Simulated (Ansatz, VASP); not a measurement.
Two plane-wave programs on BAs

```
CELL_PARAMETERS angstrom
0.00000 2.30529 2.30529
2.30529 0.00000 2.30529
2.30529 2.30529 0.00000
ATOMIC_POSITIONS crystal
B 0.00000 0.00000 0.00000
As 0.50000 0.50000 0.50000
```

Alike in both runs: task single point; functional PBE; k mesh 10 × 10 × 10; occupations fermi-dirac, width 0.02 eV; no spin polarisation.

|  | VASP | Ansatz |
| --- | --- | --- |
| version | VASP 6.6.1 | Ansatz 0.2.0 |
| potentials or method | VASP PAW PBE potentials, release 64 (B, As) | plane waves, PAW |
| plane-wave cutoff (eV) | 520 | 420 |
| valence electrons in the cell | 8 | 18 |

VASP gave:

| Item | Value |
| --- | --- |
| pressure (GPa) | 0.4 |

Task: Which values does Ansatz return?

Result: Pressure (GPa): 0.0.

VASP's potentials hold 8 valence electrons a cell and Ansatz's 18, so a difference there can come from the potentials and not from the codes.
